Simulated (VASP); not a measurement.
Here is a VASP 6.6.1 calculation.

Contents of INCAR:

```
PREC = Accurate ; ENCUT = 520
EDIFF = 1E-8 ; ISMEAR = -1
SIGMA = 0.05 ; LREAL = F
LASPH = T ; NELM = 80
ALGO = Normal ; ISIF = 2
LWAVE = F ; LCHARG = F
GGA = PS ; LEFG = T
NBANDS = 20
```

File KPOINTS:

```
Automatic mesh
0
Gamma
  11 11 6
```

The input POSCAR:

```
Ga
1.0
    3.0031658500      0.0000000000      0.0000000000
   -1.5015829250      2.6008179178      0.0000000000
    0.0000000000      0.0000000000      4.8651286769
Ga
2
Direct
    0.1933333333      0.5966666667      0.1450000000
    0.8066666667      0.4033333333      0.8550000000
```

Potentials or basis: VASP PAW PBE potentials, release 64 (Ga_d).

The run is started by

```console
$ cat potpaw_PBE.64/Ga_d/POTCAR > POTCAR
$ mpirun -np 1 vasp_std > vasp.out
```

(1) Predict the largest force.

(2) What does it give for the band gap on the k mesh?

(3) Predict the pressure.

Answers

(1) 20.978 eV/Å.

(2) zero (band 13 reaches 8.21 eV, above the bottom of band 14 at 3.33 eV).

(3) 54.7 GPa.

Caveat: the cell differs from its parent crystal (shortest bond scaled by 0.58); without QUAD_EFG the Cq values of the log hold for a quadrupole moment of 1 mb, not for the nuclei; the PAW data sets were made with another functional, which shifts forces and pressure a little.
